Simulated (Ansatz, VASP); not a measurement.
**In in VASP and in Ansatz**

INCAR

```
PREC = Accurate
ENCUT = 520
EDIFF = 1E-7
ISMEAR = -1
SIGMA = 0.05
LREAL = False
LASPH = True
NELM = 60
ALGO = Normal
ISIF = 2
LWAVE = False
LCHARG = True
GGA = PE
LELF = True
LVHAR = True
NBANDS = 26
```

File KPOINTS:

```
regular mesh
0
Gamma
  14 14 14
```

Contents of POSCAR:

```
In
1.0
    1.6751838235      0.9671678314      8.2347307701
   -1.6751838235      0.9671678314      8.2347307701
    0.0000000000     -1.9343356629      8.2347307701
In
3
Direct
    0.0000000000      0.0000000000      0.0000000000
    0.7780122400      0.7780122400      0.7780122400
    0.2219877600      0.2219877600      0.2219877600
```

Input for Ansatz:

```yaml
crystal:
  lattice:
    - [1.6751838235, 0.9671678314, 8.2347307701]
    - [-1.6751838235, 0.9671678314, 8.2347307701]
    - [0.0, -1.9343356629, 8.2347307701]
  atoms:
    - { symbol: In, position: [0.0, 0.0, 0.0] }
    - { symbol: In, position: [0.77801224, 0.77801224, 0.77801224] }
    - { symbol: In, position: [0.22198776, 0.22198776, 0.22198776] }
kpoints:
  mp_grid: { grid: [14, 14, 14] }
  band_path:
    path:
      - [0.0, 0.0, 0.0]
      - [0.5, 0.5, 0.5]
      - [0.824137023, 0.175862977, 0.5]
      - [0.5, -0.175862977, 0.175862977]
      - [0.5, 0.0, 0.0]
      - [0.0, 0.0, 0.0]
      - [0.3379314885, -0.3379314885, 0.0]
      - [0.6620685115, 0.0, 0.3379314885]
      - [0.5, 0.0, 0.5]
    npoints: 5
scf:
  occupations: { method: fermi_dirac, width: 0.05 }
hamiltonian:
  xc: pbe
  pseudopotentials: { kind: all_electron, lapw: { basis_error: 0.0005 } }
output:
  forces: true
  stress: true
  eigenvalues: true
```

Change from the starting cell: volume scaled by 1.01.

Alike in both runs: task single point; functional PBE; k mesh 14 × 14 × 14; occupations fermi-dirac, width 0.05 eV; no spin polarisation.

```csv
,VASP,Ansatz
version,VASP 6.6.1,Ansatz 0.2.0
potentials or method,"VASP PAW PBE potentials, release 64 (In_d), cutoff 520 eV","all-electron LAPW, scalar-relativistic"
```

Ansatz gave:

| Quantity | Value |
| --- | --- |
| pressure (GPa) | 1.3 |
| traceless stress, the component that is largest in VASP (GPa) | 0.15 |
| rms of the force components (eV/Å) | 0.006 |

**Question.** Estimate VASP's values.

**Answer.** Pressure (GPa): 1.3; traceless stress, the component that is largest in VASP (GPa): 0.16; rms of the force components (eV/Å): 0.007.

Atom by atom the forces differ by 0.000 eV/Å (rms over components). Ansatz ran all-electron here, and VASP with PAW potentials.
